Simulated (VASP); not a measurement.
**Rb: relaxation of cell and atoms with PBE**

Rb:

```
Rb
1.0
    -2.12714    2.12714    2.12714
     2.12714   -2.12714    2.12714
     2.12714    2.12714   -2.12714
Rb
1
Direct
  0.00000 0.00000 0.00000
```

```
Program                : VASP 6.6.1
Task                   : relaxation of cell and atoms
Functional             : PBE
Potentials or basis    : VASP PAW PBE potentials, release 64 (Rb_sv)
Cutoff                 : 600 eV
k mesh                 : 13 × 13 × 13
Occupations            : fermi-dirac, width 0.08 eV
Spin                   : no spin polarisation
Target pressure        : 10 GPa
Dipole correction      : no
Further INCAR settings : ALGO = Normal; EDIFF = 1e-07; IBRION = 2; EDIFFG = -0.005; NSW = 60; ISIF = 3
```

```json
{"Relaxed volume": "39.38 Å³/atom", "Relaxed cell": "a = 3.712 Å, b = 3.712 Å, c = 3.712 Å, α = 109.47°, β = 109.47°, γ = 109.47°", "Space group after relaxing (to 0.05 Å)": "Im-3m (No. 229)", "Energy change on relaxing (the enthalpy is what falls)": "-56.6 meV/atom", "Ionic steps": "3", "Pressure after relaxing": "10.0 GPa"}
```

The path:
| step | energy change (eV) | largest force (eV/Å) | pressure (GPa) | volume (Å³) |
| --- | --- | --- | --- | --- |
| 1 | 0.0000 | 0.0000 | 10.55 | 38.50 |
| 2 | -0.0476 | 0.0000 | 10.09 | 39.24 |
| 3 | -0.0566 | 0.0000 | 10.00 | 39.38 |

Final structure:
```
CELL_PARAMETERS angstrom
-2.14328 2.14328 2.14328
2.14328 -2.14328 2.14328
2.14328 2.14328 -2.14328
ATOMIC_POSITIONS crystal
Rb 0.00000 0.00000 0.00000
```

Levels at points of the mesh, in eV from the Fermi level:
```csv
k point,band 3,band 4,band 5,band 6,band 7,band 8
"(0.00, 0.00, 0.00)",-12.68,-12.68,-3.05,4.18,4.18,4.18
```

Wall time 99 s on 1 thread of AMD EPYC 7R43 64-Core Processor (Zen 3), with other jobs on the host, peak memory 0.16 GiB.

Caveat: the cell is relaxed towards a set pressure, so the enthalpy falls and the energy may rise.
